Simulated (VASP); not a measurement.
# Al15CdN15 (a cell with a defect) in VASP: notebook

The runs below take Al15CdN15 (a cell with a defect) through single point, relaxation of the atoms, with PBE.

All numbers are computed with VASP 6.6.1; they aren't measurements. Logs are shortened: lines on timing, memory, paths and dates and some standing lists are left out, and cuts for length are marked.

## 1. The cell of the first run

The cell holds a defect, 31 atoms: a = 6.260 Å, b = 6.260 Å, c = 10.035 Å, α = 90.00°, β = 90.00°, γ = 120.00°.

## 2. Single point, PBE

File INCAR:

```
  PREC = Accurate
  ENCUT = 520
  EDIFF = 1E-6
  ISMEAR = -1
  SIGMA = 0.01
  LREAL = Auto
  LASPH = T
  NELM = 60
  ALGO = Normal
  ISIF = 2
  LWAVE = F
  LCHARG = F
  GGA = PE
  NBANDS = 87
  NELECT = 130.0
```

File KPOINTS:

```
Automatic mesh
0
Gamma
  2 2 2
  0.5 0.5 0.5
```

File POSCAR:

```
Al15CdN15
1.0
    6.2595139128      0.0000000578      0.0000000000
   -3.1297570064      5.4208980350      0.0000000000
    0.0000000000      0.0000000000     10.0348065929
Al Cd N
15 1 15
Direct
    0.3322701658      0.1690879008      0.1877054376
    0.3375370930      0.1634744910      0.7613720192
    0.1616873844      0.3403317070      0.9952248257
    0.3370462938      0.6758561097      0.2465099085
    0.1457532093      0.7878454381      0.5122406184
    0.3403966755      0.6660002378      0.7542303886
    0.1588904063      0.8223349664      0.9980035645
    0.8256120905      0.1644387985      0.2464487021
    0.7145827530      0.3562243754      0.5123477938
    0.8355096716      0.1608298112      0.7543587980
    0.6794388893      0.3429192881      0.9982859128
    0.8308170009      0.6703959257      0.2484808663
    0.6636745088      0.8383325506      0.5037357515
    0.8315862359      0.6700301001      0.7534678168
    0.6667416926      0.8348172623      1.0014046626
    0.1823510913      0.3201539436      0.4937827418
    0.1638500534      0.3377153594      0.1910192760
    0.3339313180      0.1679221198      0.9551399409
    0.1743222719      0.3266585316      0.7092600395
    0.3494455493      0.7042933478      0.4324971345
    0.1612206678      0.8297301456      0.1892245473
    0.3342166779      0.6719068116      0.9412954804
    0.1707002158      0.8324968557      0.6933396778
    0.7978507707      0.1524171951      0.4324463366
    0.6713782986      0.3398837312      0.1893210255
    0.8297962685      0.1676477093      0.9414976635
    0.6685805242      0.3305008453      0.6934170025
    0.8305718238      0.6708296133      0.4416264885
    0.6678740324      0.8334752469      0.1885110438
    0.8311145465      0.6705247195      0.9392802296
    0.6690080853      0.8323303106      0.6910662243
```

Potentials or basis: VASP PAW PBE potentials, release 64 (Al, Cd, N).

Launch:

```console
$ cat potpaw_PBE.64/Al/POTCAR potpaw_PBE.64/Cd/POTCAR potpaw_PBE.64/N/POTCAR > POTCAR
$ mpirun -np 1 vasp_std > vasp.out
```

OUTCAR:

```text
PREC = Accurate
   ENCUT = 520
   EDIFF = 1E-6
   ISMEAR = -1
   LREAL = Auto
   LASPH = T
   NELM = 60
   ISIF = 2
   GGA = PE
   NELECT = 130.0

 ion  position               nearest neighbor table
   1  0.332  0.169  0.188-  17 1.83  25 1.84  21 1.84  18 2.33  11 2.67   7 2.68   3 2.68   4 3.16
                             8 3.16  12 3.19  12 3.19   8 3.21   4 3.21  16 3.48
   2  0.338  0.163  0.761-  19 1.85  23 1.92  27 1.92  18 1.94   7 3.01  11 3.01   3 3.03   6 3.12
                            10 3.13  14 3.13  14 3.13  10 3.13   6 3.14  16 3.17   5 3.22   9 3.23
   3  0.162  0.340  0.995-  22 1.88  26 1.88  18 1.91  17 1.96   1 2.68   6 3.00  10 3.00   7 3.03
                            11 3.03   2 3.03   4 3.11   8 3.11  15 3.13  15 3.13  11 3.23   7 3.23
   4  0.337  0.676  0.247-  20 1.87  21 1.88  29 1.89  17 1.92  15 3.04   7 3.05   8 3.06  12 3.11
                             3 3.11  13 3.13   5 3.14  16 3.15  12 3.15   1 3.16   8 3.20   1 3.21
   5  0.146  0.788  0.512-  20 1.79  23 1.83  28 1.87   9 2.70  14 2.97   6 2.98  16 3.05  13 3.10
                             4 3.14  12 3.16  13 3.19   2 3.22  16 3.23
   6  0.340  0.666  0.754-  22 1.88  31 1.89  19 1.89  23 1.92   5 2.98   3 3.00  15 3.05   7 3.06
                            14 3.06  13 3.06  10 3.10   2 3.12   2 3.14  10 3.16  14 3.20  16 3.22
   7  0.159  0.822  0.998-  22 1.86  30 1.87  21 1.92  18 1.92   1 2.68  11 3.00   2 3.01   3 3.03
                            14 3.03   4 3.05   6 3.06  12 3.08  15 3.12  15 3.14   3 3.23  11 3.26
   8  0.826  0.164  0.246-  24 1.87  25 1.88  29 1.89  17 1.92  15 3.04  11 3.05   4 3.06  12 3.11
                             3 3.11  13 3.13   9 3.14  16 3.15  12 3.15   1 3.16   4 3.20   1 3.21
   9  0.715  0.356  0.512-  24 1.79  27 1.83  28 1.87   5 2.70  14 2.97  10 2.98  16 3.05  13 3.10
                             8 3.14  12 3.16  13 3.19   2 3.23  16 3.23
  10  0.836  0.161  0.754-  26 1.88  31 1.89  19 1.89  27 1.92   9 2.98   3 3.00  15 3.04  11 3.06
                            14 3.06  13 3.06   6 3.10   2 3.13   2 3.13   6 3.16  14 3.20  16 3.22
  11  0.679  0.343  0.998-  26 1.86  30 1.87  25 1.92  18 1.92   1 2.67   7 3.00   2 3.01   3 3.03
                            14 3.03   8 3.05  10 3.06  12 3.08  15 3.12  15 3.14   3 3.23   7 3.26
  12  0.831  0.670  0.248-  29 1.87  21 1.89  25 1.89  28 1.94  15 3.05  11 3.08   7 3.08   4 3.11
                             8 3.11  13 3.14   8 3.15   4 3.15   9 3.16   5 3.16   1 3.19   1 3.19
  13  0.664  0.838  0.504-  24 1.85  20 1.85  31 1.88  28 1.92  10 3.06   6 3.06   9 3.10   5 3.10
                            14 3.10   8 3.13   4 3.13  16 3.14  16 3.14  12 3.14   5 3.19   9 3.19
  14  0.832  0.670  0.753-  30 1.86  31 1.87  23 1.94  27 1.94   9 2.97   5 2.97   7 3.03  11 3.03
                            10 3.06   6 3.06  15 3.06  13 3.10   2 3.13   2 3.13   6 3.20  10 3.20
  15  0.667  0.835  0.001-  29 1.88  30 1.89  22 1.90  26 1.90   8 3.04   4 3.04  10 3.04   6 3.05
                            12 3.05  14 3.06  11 3.12   7 3.12   3 3.13   3 3.13   7 3.14  11 3.14
  16  0.182  0.320  0.494-  19 2.16  20 2.18  24 2.18   9 3.05   5 3.05  13 3.14  13 3.14   4 3.15
                             8 3.15   2 3.17   6 3.22  10 3.22   5 3.23   9 3.23   1 3.48
  17  0.164  0.338  0.191-   1 1.83   4 1.92   8 1.92   3 1.96
  18  0.334  0.168  0.955-   3 1.91   7 1.92  11 1.92   2 1.94   1 2.33
  19  0.174  0.327  0.709-   2 1.85  10 1.89   6 1.89  16 2.16
  20  0.349  0.704  0.432-   5 1.79  13 1.85   4 1.87  16 2.18
  21  0.161  0.830  0.189-   1 1.84   4 1.88  12 1.89   7 1.92
  22  0.334  0.672  0.941-   7 1.86   3 1.88   6 1.88  15 1.90
  23  0.171  0.832  0.693-   5 1.83   2 1.92   6 1.92  14 1.94
  24  0.798  0.152  0.432-   9 1.79  13 1.85   8 1.87  16 2.18
  25  0.671  0.340  0.189-   1 1.84   8 1.88  12 1.89  11 1.92
  26  0.830  0.168  0.941-  11 1.86   3 1.88  10 1.88  15 1.90
  27  0.669  0.331  0.693-   9 1.83   2 1.92  10 1.92  14 1.94
[... 47 lines left out ...]
   TEBEG  =    0.0;   TEEND  =   0.0 temperature during run
   PSTRESS=    0.0 pullay stress
   NELECT =     130.0000    total number of electrons
   NUPDOWN=      -1.0000    fix difference up-down
   EMIN   =  10.00;   EMAX   =-10.00  energy-range for DOS
   EFERMI =   0.00;   METHOD = LEGACY
   ISMEAR =    -1;   SIGMA  =   0.01  broadening in eV -4-tet -1-fermi 0-gaus
   EFERMI_NEDOS =   21; number of points for ismear=-14 and -15
   IALGO  =     38    algorithm
   IMIX   =      4    mixing-type and parameters
     AMIX     =   0.40;   BMIX     =  1.00
     AMIX_MAG =   1.60;   BMIX_MAG =  1.00
  volume/ion in A,a.u.               =      10.98        74.12
  Fermi-wavevector in a.u.,A,eV,Ry     =   1.187633  2.244301 19.190645  1.410473
  Thomas-Fermi vector in A             =   2.323780
   LORBIT       =      0    0 simple, 1 ext, 2 COOP (PROOUT), +10 PAW based schemes
   GGA     = PE    functional components
   LHFCALC =     F    Hartree Fock is set to
   AEXX    =    0.0000 exact exchange contribution
   IVDW    =     0    specifies the selected vdW correction
   LEPSILON=     F    determine dielectric tensor
   LRPA    =     F    only Hartree local field effects (RPA)
 non-spin polarized calculation
  energy-cutoff  :      520.00
  volume of cell :      340.50
 maximum number of plane-waves:      9165
 NGX is ok and might be reduce to    48
   NGX = 23   NGY = 23   NGZ = 37

 number of electron     130.0000001 magnetization

 Free energy of the ion-electron system (eV)
  ---------------------------------------------------
  ext. energy  EPLUGINS =         0.00000000
  ---------------------------------------------------
  free energy    TOTEN  =      -232.96777636 eV

  energy without entropy =     -232.96777636  energy(sigma->0) =     -232.96777636

 E-fermi :   6.2203     XC(G=0): -10.7202

 val. band max:        5.9832656068   @ k =   0.2500  -0.2500   0.2500
 cond. band min:       6.5650081718   @ k =   0.0000  -0.2500   0.2500
 fundamental gap:      0.5817425650
 Fermi energy:         6.2202674467

 k-point     1 :       0.2500    0.2500    0.2500
  band No.  band energies     occupation
      1      -8.8514      2.00000
      2      -8.5447      2.00000
      3      -8.2429      2.00000
      4      -8.1116      2.00000
      5      -7.9734      2.00000
      6      -7.8356      2.00000
[... 949 lines left out ...]
     76      12.0160      0.00000
     77      12.1117      0.00000
 [bands above 77 left out]

------------------------ aborting loop because EDIFF is reached ----------------------------------------

  FORCE on cell =-STRESS in cart. coord.  units (eV):
  Direction    XX          YY          ZZ          XY          YZ          ZX
  --------------------------------------------------------------------------------------
  -------------------------------------------------------------------------------------
  Total       -7.2000436     -5.6349369     -7.2385075      1.3843374     -1.3440829      2.2588295
  in kB      -33.8785529    -26.5142158    -34.0595381      6.5137587     -6.3243485     10.6285295
  external PRESSURE =     -31.4841023 kB  Pullay stress =       0.0000000 kB

 VOLUME and BASIS-vectors are now :
 -----------------------------------------------------------------------------
  energy-cutoff  :      520.00
  volume of cell :      340.50
      direct lattice vectors                 reciprocal lattice vectors
     6.259513913  0.000000058  0.000000000     0.159756813  0.092235641  0.000000000
    -3.129757006  5.420898035  0.000000000    -0.000000002  0.184471279  0.000000000
     0.000000000  0.000000000 10.034806593     0.000000000  0.000000000  0.099653141

 POSITION                                       TOTAL-FORCE (eV/Angst)
 -----------------------------------------------------------------------------------
      1.55065      0.91661      1.88359         0.215295     -0.148338      0.052403
      1.60118      0.88618      7.64022         0.206065     -0.092023     -0.196841
     -0.05307      1.84490      9.98689        -0.127604      0.051994     -0.102314
     -0.00552      3.66375      2.47368         0.080235     -0.022863     -0.002293
     -1.55342      4.27083      5.14024        -0.023953      0.253897     -0.122576
      0.04630      3.61032      7.56856         0.098398     -0.021038     -0.147199
[... 23 lines left out ...]
      3.10379      3.63485      9.42550         0.215442     -0.118915      0.038681
      1.58267      4.51198      6.93472        -0.181620      0.108737      0.073815
 -----------------------------------------------------------------------------------
    total drift:                               -0.006883      0.001059     -0.001885

  FREE ENERGIE OF THE ION-ELECTRON SYSTEM (eV)
  ---------------------------------------------------
  free  energy   TOTEN  =      -232.9677763571 eV

  energy  without entropy=     -232.9677763571  energy(sigma->0) =     -232.96777636
```

It took 22 min on 1 thread of Intel Xeon 8259CL, shared host; peak memory 0.57 GiB.

Results:

* Free energy: -232.9678 eV
* Largest force: 0.418 eV/Å

Forces in eV/Å, atoms in the order of the input:
```
Al   0.215 -0.148  0.052
Al   0.206 -0.092 -0.197
Al  -0.128  0.052 -0.102
Al   0.080 -0.023 -0.002
Al  -0.024  0.254 -0.123
Al   0.098 -0.021 -0.147
Al  -0.111  0.117 -0.036
Al   0.077 -0.065  0.005
Al  -0.240 -0.133 -0.102
Al   0.017 -0.064 -0.145
Al  -0.163  0.027 -0.076
Al   0.126 -0.067 -0.007
Al  -0.073  0.035 -0.108
Al   0.133 -0.107 -0.136
Al  -0.119  0.082 -0.087
Cd   0.152 -0.103 -0.127
N   -0.179  0.104  0.133
N    0.162 -0.104  0.214
N   -0.134  0.103  0.382
N   -0.023 -0.089 -0.034
N   -0.127  0.211 -0.119
N    0.158 -0.181  0.113
N   -0.147  0.080  0.248
N    0.075  0.072 -0.029
N   -0.235  0.031 -0.111
N    0.255 -0.059  0.103
N   -0.120  0.094  0.235
N    0.193 -0.090  0.059
N   -0.158  0.095  0.031
N    0.215 -0.119  0.039
N   -0.182  0.109  0.074
```

Caveat: the k points lie up to 0.58 Å⁻¹ apart; the cell carries a net charge on a neutralising background, which shifts energy and pressure; the cell is charged against a uniform background, so pressure and absolute levels hang on convention.

(Continued in part 2 of 2.)
